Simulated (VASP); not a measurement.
# Cd3Te2Se in VASP: notebook

The runs below take Cd3Te2Se through single point, with PBE.

Program: VASP 6.6.1. These are calculated values, not measurements. Logs are shortened: lines on timing, memory, paths and dates and some standing lists are left out, and cuts for length are marked.

**1. The cell of the first run**

The typed cell holds 12 atoms: a = 4.579 Å, b = 4.581 Å, c = 22.485 Å, α = 90.01°, β = 90.00°, γ = 120.02°.

**2. Single point, PBE**

File INCAR:

```
SYSTEM = Cd3Te2Se
PREC     = Accurate       ! precision mode
ENCUT    = 520            ! plane-wave cutoff, eV
EDIFF    = 1E-7           ! SCF threshold, eV
ISMEAR   = 0              ! smearing method
SIGMA    = 0.2            ! smearing width, eV
LREAL    = .False.        ! projectors in reciprocal space
LASPH    = .True.         ! aspherical terms in the spheres
NELM     = 80             ! most SCF steps
ALGO     = Normal         ! electronic algorithm
ISIF     = 2              ! what is computed and relaxed
LWAVE    = .False.        ! write WAVECAR
LCHARG   = .True.         ! write CHGCAR
GGA      = PE             ! functional
LELF     = .True.         ! ELF
LVHAR    = .True.       
NBANDS   = 66             ! bands
LUSENCCL = .False.
```

File KPOINTS:

```
regular mesh
0
Gamma
  6 6 1
  0 0 0
```

File POSCAR:

```
Cd3Te2Se
1.0
    4.5788188749     -0.0016114795      0.0000596270
   -2.2907702110      3.9676145561     -0.0003353230
    0.0003441118     -0.0016259887     22.4850417849
Cd Te Se
6 4 2
Direct
    0.3330927124      0.6673529841      0.0067004793
    0.3314516261      0.6647487474      0.3335538978
    0.3332862788      0.6666290929      0.6599511836
    0.6681100498      0.3353211601      0.1600339167
    0.6675935145      0.3322081963      0.5066729975
    0.6666266441      0.3339582897      0.8336617708
    0.3343107278      0.6655865649      0.4607976822
    0.3334916700      0.6672976283      0.7877907671
    0.6647702430      0.3314904499      0.2878544347
    0.6662177209      0.3339356527      0.9608056875
    0.3345574250      0.6683562193      0.1260966132
    0.6664913875      0.3331150147      0.6260805699
```

Potentials or basis: VASP PAW PBE potentials, release 64 (Cd, Te, Se).

Started as:

```sh
cat potpaw_PBE.64/Cd/POTCAR potpaw_PBE.64/Te/POTCAR potpaw_PBE.64/Se/POTCAR > POTCAR
mpirun -np 1 vasp_std > vasp.out
```

OUTCAR:

```text
SYSTEM = Cd3Te2Se
   PREC = Accurate
   ENCUT = 520
   EDIFF = 1E-7
   ISMEAR = 0
   LREAL = .False.
   LASPH = .True.
   NELM = 80
   ISIF = 2
   GGA = PE

 ion  position               nearest neighbor table
   1  0.333  0.667  0.007-  11 2.68  10 2.84  10 2.84  10 2.84
   2  0.331  0.665  0.334-   9 2.84   9 2.84   9 2.84   7 2.86
   3  0.333  0.667  0.660-  12 2.75  12 2.75  12 2.75   8 2.87
   4  0.668  0.335  0.160-  11 2.75  11 2.75  11 2.75   9 2.87
   5  0.668  0.332  0.507-  12 2.68   7 2.84   7 2.84   7 2.84
   6  0.667  0.334  0.834-   8 2.84   8 2.84   8 2.84  10 2.86
   7  0.334  0.666  0.461-   5 2.84   5 2.84   5 2.84   2 2.86
   8  0.333  0.667  0.788-   6 2.84   6 2.84   6 2.84   3 2.87
   9  0.665  0.331  0.288-   2 2.84   2 2.84   2 2.84   4 2.87
  10  0.666  0.334  0.961-   1 2.84   1 2.84   1 2.84   6 2.86
  11  0.335  0.668  0.126-   1 2.68   4 2.75   4 2.75   4 2.75
  12  0.666  0.333  0.626-   5 2.68   3 2.75   3 2.75   3 2.75

  LATTYP: Found a base centered monoclinic cell.
 ALAT       =    90.9814716576
 B/A-ratio  =     0.0872029435
 C/A-ratio  =     0.2522049139
 COS(beta)  =    -0.9987832983

  Lattice vectors:

 A1 = (   0.0020333235,  -7.9303656553, -44.9694725508)
 A2 = (  -6.8675557624,  -3.9611396197, -44.9698675008)
 A3 = (   2.2883927757,   3.9643770879,  22.4847660889)

Analysis of symmetry for initial positions (statically):
=====================================================================
 Subroutine PRICEL returns:
 Original cell was already a primitive cell.

 Routine SETGRP: Setting up the symmetry group for a
 base centered monoclinic supercell.

 Subroutine GETGRP returns: Found  1 space group operations
 (whereof  1 operations were pure point group operations)
 out of a pool of  4 trial point group operations.

The static configuration has the point symmetry C_1 .

Analysis of symmetry for dynamics (positions and initial velocities):
=====================================================================
 Subroutine PRICEL returns:
 Original cell was already a primitive cell.

 Routine SETGRP: Setting up the symmetry group for a
 base centered monoclinic supercell.

 Subroutine GETGRP returns: Found  1 space group operations
 (whereof  1 operations were pure point group operations)
 out of a pool of  4 trial point group operations.

The dynamic configuration has the point symmetry C_1 .

 Subroutine INISYM returns: Found  1 space group operations
 (whereof  1 operations are pure point group operations),
 and found     1 'primitive' translations

----------------------------------------------------------------------------------------
[... 124 lines left out ...]
   EFERMI_NEDOS =   21; number of points for ismear=-14 and -15
   IALGO  =     38    algorithm
   IMIX   =      4    mixing-type and parameters
     AMIX     =   0.40;   BMIX     =  1.00
     AMIX_MAG =   1.60;   BMIX_MAG =  1.00
  volume/ion in A,a.u.               =      34.03       229.67
  Fermi-wavevector in a.u.,A,eV,Ry     =   1.050800  1.985724 15.023282  1.104180
  Thomas-Fermi vector in A             =   2.185817
   LORBIT       =      0    0 simple, 1 ext, 2 COOP (PROOUT), +10 PAW based schemes
   GGA     = PE    functional components
   LHFCALC =     F    Hartree Fock is set to
   AEXX    =    0.0000 exact exchange contribution
   IVDW    =     0    specifies the selected vdW correction
   LEPSILON=     F    determine dielectric tensor
   LRPA    =     F    only Hartree local field effects (RPA)
 non-spin polarized calculation
 Gauss-broadening in eV      SIGMA  =   0.20
  energy-cutoff  :      520.00
  volume of cell :      408.40
 maximum number of plane-waves:     11105
 NGX is ok and might be reduce to    36
   NGX = 17   NGY = 17   NGZ = 83

 number of electron     108.0000019 magnetization

 Free energy of the ion-electron system (eV)
  ---------------------------------------------------
  ext. energy  EPLUGINS =         0.00000000
  ---------------------------------------------------
  free energy    TOTEN  =       -30.01970702 eV

  energy without entropy =      -30.01245846  energy(sigma->0) =      -30.01608274

 E-fermi :   1.7623     XC(G=0):  -8.4071

 val. band max:        1.5829151488   @ k =   0.0000   0.0000   0.0000
 cond. band min:       1.8386520877   @ k =   0.0000   0.0000   0.0000
 fundamental gap:      0.2557369389
 Fermi energy:         1.7622810770

 k-point     1 :       0.0000    0.0000    0.0000
  band No.  band energies     occupation
      1     -10.8443      2.00000
      2     -10.8423      2.00000
      3      -9.2584      2.00000
      4      -9.2525      2.00000
      5      -9.0840      2.00000
      6      -9.0796      2.00000
[... 1369 lines left out ...]
     65       6.2713      0.00000
     66       6.7949      0.00000

------------------------ aborting loop because EDIFF is reached ----------------------------------------

  FORCE on cell =-STRESS in cart. coord.  units (eV):
  Direction    XX          YY          ZZ          XY          YZ          ZX
  --------------------------------------------------------------------------------------
  -------------------------------------------------------------------------------------
  Total        0.4104374      0.3911064      0.4252285      0.0190541      0.0012323     -0.0015799
  in kB        1.6101602      1.5343243      1.6681862      0.0747499      0.0048342     -0.0061982
  external PRESSURE =       1.6042236 kB  Pullay stress =       0.0000000 kB

 VOLUME and BASIS-vectors are now :
 -----------------------------------------------------------------------------
  energy-cutoff  :      520.00
  volume of cell :      408.40
      direct lattice vectors                 reciprocal lattice vectors
     4.578818875 -0.001611480  0.000059627     0.218441320  0.126120838  0.000005777
    -2.290770211  3.967614556 -0.000335323     0.000088722  0.252091838  0.000018228
     0.000344112 -0.001625989 22.485041785    -0.000000578  0.000003425  0.044474011

 POSITION                                       TOTAL-FORCE (eV/Angst)
 -----------------------------------------------------------------------------------
     -0.00358      2.64725      0.15046         0.000303      0.000777     -0.017220
     -0.00501      2.63639      7.49977         0.002158      0.002459      0.004386
     -0.00081      2.64332     14.83883         0.000625     -0.000585      0.017990
      2.29107      1.32909      3.59830        -0.002450     -0.004449      0.014071
      2.29595      1.31617     11.39249        -0.002537      0.000355     -0.015513
      2.28763      1.32259     18.74485         0.000178     -0.000785     -0.011998
      0.00620      2.63950     10.36085        -0.000934      0.000956     -0.003543
     -0.00136      2.64576     17.71330         0.000607      0.000368      0.004457
      2.28459      1.31369      6.47235         0.000433      0.001115     -0.003917
      2.28585      1.32229     21.60368         0.000693     -0.000757      0.004437
      0.00087      2.65104      2.83508         0.000877      0.000633      0.005119
      2.28887      1.31958     14.07738         0.000048     -0.000088      0.001730
 -----------------------------------------------------------------------------------
    total drift:                                0.000151      0.000076      0.000642

  FREE ENERGIE OF THE ION-ELECTRON SYSTEM (eV)
  ---------------------------------------------------
  free  energy   TOTEN  =       -30.0197070197 eV

  energy  without entropy=      -30.0124584621  energy(sigma->0) =      -30.01608274
```

OSZICAR:

```text
N       E                     dE             d eps       ncg     rms          rms(c)
DAV:   1     0.722961607221E+03    0.72296E+03   -0.48651E+04  2640   0.143E+03
DAV:   2     0.152333077472E+02   -0.70773E+03   -0.68801E+03  2942   0.340E+02
DAV:   3    -0.309344481218E+02   -0.46168E+02   -0.45817E+02  2986   0.841E+01
DAV:   4    -0.317758577262E+02   -0.84141E+00   -0.83970E+00  3064   0.997E+00
DAV:   5    -0.317899790297E+02   -0.14121E-01   -0.14118E-01  3140   0.125E+00    0.125E+01
DAV:   6    -0.300911484345E+02    0.16988E+01   -0.37861E+00  2770   0.110E+01    0.102E+01
DAV:   7    -0.300347722395E+02    0.56376E-01   -0.17240E+00  2882   0.405E+00    0.327E+00
DAV:   8    -0.300168164355E+02    0.17956E-01   -0.17920E-01  2850   0.259E+00    0.102E+00
DAV:   9    -0.300196261764E+02   -0.28097E-02   -0.32826E-02  2844   0.100E+00    0.325E-01
DAV:  10    -0.300194514827E+02    0.17469E-03   -0.27981E-03  3070   0.338E-01    0.181E-01
DAV:  11    -0.300196878056E+02   -0.23632E-03   -0.12467E-03  2796   0.167E-01    0.452E-02
DAV:  12    -0.300196720236E+02    0.15782E-04   -0.22549E-04  2964   0.853E-02    0.275E-02
DAV:  13    -0.300196858580E+02   -0.13834E-04   -0.34081E-05  2924   0.192E-02    0.208E-02
DAV:  14    -0.300197060718E+02   -0.20214E-04   -0.44095E-05  2722   0.320E-02    0.901E-03
DAV:  15    -0.300197067625E+02   -0.69070E-06   -0.36679E-06  3136   0.105E-02    0.697E-03
DAV:  16    -0.300197069547E+02   -0.19223E-06   -0.17582E-06  2722   0.573E-03    0.818E-04
DAV:  17    -0.300197070197E+02   -0.65018E-07   -0.40833E-07  2600   0.208E-03
   1 F= -.30019707E+02 E0= -.30016083E+02  d E =-.724856E-02
```

stdout:

```text
Offloading initialized ...    1 GPUs detected
 POSCAR found type information on POSCAR CdTeSe
 POSCAR found :  3 types and      12 ions
 scaLAPACK will be used selectively (only on CPU)
 LDA part: xc-table for (Slater+PW92), standard interpolation
 POSCAR, INCAR and KPOINTS ok, starting setup
 FFT: planning ... GRIDC
 FFT: planning ... GRID_SOFT
 FFT: planning ... GRID
 WAVECAR not read
 entering main loop
```

It took 3.3 min on 1 × NVIDIA H100 80GB with 1 thread of AMD EPYC 7R13 (Zen 3), shared host; peak memory 1.7 GiB.

Results:

```yaml
Free_energy: -30.0197 eV
Pressure: 0.2 GPa
Largest_force: 0.018 eV/Å
Band_gap_on_the_k_mesh: 0.26 eV, direct
```

Forces on the atoms (eV/Å):
```
Cd   0.000  0.001 -0.017
Cd   0.002  0.002  0.004
Cd   0.001 -0.001  0.018
Cd  -0.002 -0.004  0.014
Cd  -0.003  0.000 -0.016
Cd   0.000 -0.001 -0.012
Te  -0.001  0.001 -0.004
Te   0.001  0.000  0.004
Te   0.000  0.001 -0.004
Te   0.001 -0.001  0.004
Se   0.001  0.001  0.005
Se   0.000  0.000  0.002
```

Levels at points of the mesh, in eV from the valence-band top:
| k point | band 51 | band 52 | band 53 | band 54 | band 55 | band 56 | band 57 | band 58 |
| --- | --- | --- | --- | --- | --- | --- | --- | --- |
| (0.00, 0.00, 0.00) | -0.08 | -0.08 | 0.00 | 0.00 | 0.26 | 1.16 | 1.74 | 1.97 |
| (0.50, 0.00, 0.00) | -1.18 | -1.08 | -0.92 | -0.75 | 1.97 | 2.21 | 2.43 | 2.60 |
| (0.00, 0.50, 0.00) | -1.17 | -1.08 | -0.91 | -0.75 | 1.97 | 2.21 | 2.43 | 2.60 |
| (0.50, 0.50, 0.00) | -1.17 | -1.08 | -0.91 | -0.75 | 1.98 | 2.21 | 2.44 | 2.60 |

Caveat: spin-orbit coupling is left out, which moves the levels of the heavy elements.

**3. Single point, PBE**

File INCAR:

```
PREC = Accurate
ENCUT = 520
EDIFF = 1E-6
ISMEAR = 0
SIGMA = 0.01
LREAL = False
LASPH = True
NELM = 100
ALGO = Normal
ISIF = 2
LWAVE = False
LCHARG = False
GGA = PE
NBANDS = 66
LUSENCCL = False
```

File KPOINTS:

```
regular mesh
0
Gamma
  12 12 2
```

File POSCAR:

```
Cd3Te2Se
1.0
    4.5800621907      0.0000000000      0.0000000000
   -2.2900310953      3.9664502081      0.0000000000
    0.0000000000      0.0000000000     22.4844433000
Cd Te Se
6 4 2
Direct
    0.3333333333      0.6666666667      0.0065410000
    0.3333333333      0.6666666667      0.3335660000
    0.3333333333      0.6666666667      0.6601650000
    0.6666666667      0.3333333333      0.1601650000
    0.6666666667      0.3333333333      0.5065410000
    0.6666666667      0.3333333333      0.8335660000
    0.3333333333      0.6666666667      0.4608050000
    0.3333333333      0.6666666667      0.7879000000
    0.6666666667      0.3333333333      0.2879000000
    0.6666666667      0.3333333333      0.9608050000
    0.3333333333      0.6666666667      0.1260230000
    0.6666666667      0.3333333333      0.6260230000
```

Potentials or basis: VASP PAW PBE potentials, release 64 (Cd, Te, Se).

Started as:

```sh
cat potpaw_PBE.64/Cd/POTCAR potpaw_PBE.64/Te/POTCAR potpaw_PBE.64/Se/POTCAR > POTCAR
mpirun -np 1 vasp_std > vasp.out
```

Wall time 3.9 min (1 × NVIDIA H100 80GB with 1 thread of AMD EPYC 7R13 (Zen 3), shared host); peak memory 1.9 GiB.

The run converged. Its results:

```
Free energy            : -30.0436 eV
Pressure               : 0.1 GPa
Largest force          : 0.012 eV/Å
Band gap on the k mesh : 0.26 eV, direct
```

Forces in eV/Å, atoms in the order of the input:
```
Cd   0.000  0.000 -0.012
Cd   0.000  0.000  0.000
Cd   0.000  0.000  0.004
Cd   0.000  0.000  0.004
Cd   0.000  0.000 -0.012
Cd   0.000  0.000  0.000
Te   0.000  0.000 -0.002
Te   0.000  0.000  0.001
Te   0.000  0.000  0.001
Te   0.000  0.000 -0.002
Se   0.000  0.000  0.008
Se   0.000  0.000  0.008
```

Levels at points of the mesh, in eV from the valence-band top:
```tsv
k point	band 50	band 51	band 52	band 53	band 54	band 55	band 56	band 57	band 58	band 59
(0.00, 0.00, 0.00)	-0.25	-0.08	-0.08	0.00	0.00	0.26	1.17	1.74	1.97	1.99
(0.50, 0.00, 0.00)	-1.29	-1.17	-1.08	-0.91	-0.75	1.98	2.21	2.44	2.60	2.61
(0.00, 0.00, 0.50)	-0.38	-0.03	-0.03	-0.03	-0.03	0.85	0.85	1.76	1.76	2.13
(0.50, 0.00, 0.50)	-1.29	-1.24	-1.24	-0.82	-0.82	2.19	2.19	2.39	2.39	2.64
```

Caveat: spin-orbit coupling is left out, which moves the levels of the heavy elements.

**4. Single point, PBE**

File INCAR:

```
SYSTEM = Cd3Te2Se
PREC     = Accurate       ! precision mode
ENCUT    = 520            ! plane-wave cutoff, eV
EDIFF    = 1E-6           ! SCF threshold, eV
ISMEAR   = 0              ! smearing method
SIGMA    = 0.01           ! smearing width, eV
LREAL    = .False.        ! projectors in reciprocal space
LASPH    = .True.         ! aspherical terms in the spheres
NELM     = 60             ! most SCF steps
ALGO     = Normal         ! electronic algorithm
ISIF     = 2              ! what is computed and relaxed
LWAVE    = .False.        ! write WAVECAR
LCHARG   = .True.         ! write CHGCAR
GGA      = PE             ! functional
LELF     = .True.         ! ELF
LVHAR    = .True.       
NBANDS   = 66             ! bands
LUSENCCL = .False.
```

File KPOINTS:

```
regular mesh
0
Gamma
  12 12 2
  0 0 0
```

POSCAR is that of step 3.

Started as:

```sh
cat potpaw_PBE.64/Cd/POTCAR potpaw_PBE.64/Te/POTCAR potpaw_PBE.64/Se/POTCAR > POTCAR
mpirun -np 1 vasp_std > vasp.out
```

It took 6 min on 1 × NVIDIA H100 80GB with 1 thread of AMD EPYC 7R13 (Zen 3), shared host; peak memory 2 GiB.

Results (log left out):

| Property | Result |
| --- | --- |
| Free energy | -30.0436 eV |
| Pressure | 0.1 GPa |
| Largest force | 0.012 eV/Å |
| Band gap on the k mesh | 0.26 eV, direct |

Forces in eV/Å, atoms in the order of the input:
```
Cd   0.000  0.000 -0.012
Cd   0.000  0.000  0.000
Cd   0.000  0.000  0.004
Cd   0.000  0.000  0.004
Cd   0.000  0.000 -0.012
Cd   0.000  0.000  0.000
Te   0.000  0.000 -0.002
Te   0.000  0.000  0.001
Te   0.000  0.000  0.001
Te   0.000  0.000 -0.002
Se   0.000  0.000  0.008
Se   0.000  0.000  0.008
```

Levels at points of the mesh, in eV from the valence-band top:
```tsv
k point	band 51	band 52	band 53	band 54	band 55	band 56	band 57	band 58
(0.00, 0.00, 0.00)	-0.08	-0.08	0.00	0.00	0.26	1.17	1.74	1.97
(0.50, 0.00, 0.00)	-1.17	-1.08	-0.91	-0.75	1.98	2.21	2.44	2.60
(0.00, 0.00, 0.50)	-0.03	-0.03	-0.03	-0.03	0.85	0.85	1.76	1.76
(0.50, 0.00, 0.50)	-1.24	-1.24	-0.82	-0.82	2.19	2.19	2.39	2.39
```

Caveat: spin-orbit coupling is left out, which moves the levels of the heavy elements.
